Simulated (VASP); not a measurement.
Input of a VASP 6.6.1 run:

File POSCAR:

```
Cd
1.0
    0.0000000000      2.2181497500      2.1072422625
    2.2181497500      0.0000000000      2.1072422625
    2.2181497500      2.2181497500      0.0000000000
Cd
1
Direct
    0.0000000000      0.0000000000      0.0000000000
```

Contents of INCAR.step1:

```
SYSTEM = Cd
PREC = Accurate
ENCUT = 520
ISMEAR = 0
SIGMA = 0.15
LREAL = .False.
LASPH = .True.
NELM = 80
NBANDS = 12
GGA = PE
ALGO = Normal
EDIFF = 1E-4
LWAVE = .True.
LCHARG = .False.
```

Contents of INCAR.step2:

```
SYSTEM = Cd
PREC = Accurate
ENCUT = 520
EDIFF = 1E-7
ISMEAR = 0
SIGMA = 0.15
LREAL = .False.
LASPH = .True.
NELM = 80
ALGO = Normal
ISIF = 2
LWAVE = .False.
LCHARG = .True.
METAGGA = R2SCAN
LMIXTAU = .True.
LELF = .True.
LVHAR = .True.
NBANDS = 12
ISTART = 1
```

File KPOINTS:

```
Automatic mesh
0
Gamma
  18 18 18
  0 0 0
```

Potentials or basis: VASP PAW PBE potentials, release 64 (Cd).

The run is started by

```console
$ cat potpaw_PBE.64/Cd/POTCAR > POTCAR
$ cp INCAR.step1 INCAR
$ mpirun -np 1 vasp_std > vasp.out
$ cp INCAR.step2 INCAR
$ mpirun -np 1 vasp_std > vasp.out
```

Predict the pressure.

3.3 GPa.

What does it give for the band gap on the k mesh?

Zero (bands 6 and 7 overlap by 3.24 eV).

Stress tensor (GPa, compression positive):
```
2.70 0.00 0.00
0.00 2.70 0.00
0.00 0.00 4.47
```

Caveat: the cell differs from its parent crystal (strain +0.000 along x and y, -0.050 along z); the cell stands under pressure; the PAW data sets were made with another functional, which shifts forces and pressure a little.
